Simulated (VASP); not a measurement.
## Si2Ag2Pt: single point with PBE

The system is Si2Ag2Pt.

```
CELL_PARAMETERS angstrom
0.00000 3.96882 0.00000
3.96882 0.00000 0.00000
1.98441 1.98441 -5.15212
ATOMIC_POSITIONS crystal
Pt 0.99591 0.99846 0.00973
Si 0.38413 0.40267 0.19992
Si 0.62593 0.58328 0.79127
Ag 0.73944 0.23949 0.50148
Ag 0.25154 0.75714 0.49806
```

```yaml
Program: VASP 6.6.1
Task: single point
Functional: PBE
Potentials_or_basis: VASP PAW PBE potentials, release 64 (Pt, Si, Ag)
Cutoff: 520 eV
k_mesh: 4 × 4 × 3
Occupations: gaussian, width 0.1 eV
Spin: no spin polarisation
```

```yaml
Pressure: 8.5 GPa
Largest_force: 0.464 eV/Å
Band_gap_on_the_k_mesh: zero (band 20 reaches 9.60 eV, above the bottom of band 21 at 8.72 eV)
```

Forces in eV/Å, atoms in the order of the input:
```
Pt   0.100 -0.008 -0.008
Si   0.200 -0.205 -0.069
Si  -0.059 -0.055 -0.158
Ag   0.111 -0.009  0.111
Ag  -0.351  0.278  0.124
```

Stress tensor (GPa, compression positive):
```
 5.89  0.02 -1.93
 0.02  5.48  1.76
-1.93  1.76 14.05
```

Levels at points of the mesh, in eV from the Fermi level:
```tsv
k point	band 16	band 17	band 18	band 19	band 20	band 21	band 22	band 23	band 24	band 25
(0.00, 0.00, 0.00)	-2.97	-2.28	-1.27	0.11	0.14	0.39	1.17	1.20	4.38	4.47
(0.50, 0.00, 0.00)	-2.41	-2.12	-1.69	-1.12	0.01	2.25	2.56	2.58	3.41	5.15
(0.00, 0.50, 0.00)	-2.37	-2.17	-1.70	-1.06	-0.01	2.21	2.47	2.70	3.52	5.36
(0.50, 0.50, 0.00)	-2.86	-2.78	-1.73	-1.58	-0.96	0.16	0.23	1.94	2.38	2.85
```

It took 34 s on 1 thread of Intel(R) Xeon(R) Platinum 8488C (Sapphire Rapids), on a shared host, peak memory 0.22 GiB.

Caveat: the k points lie up to 0.42 Å⁻¹ apart; spin-orbit coupling is left out, which moves the levels of the heavy elements.
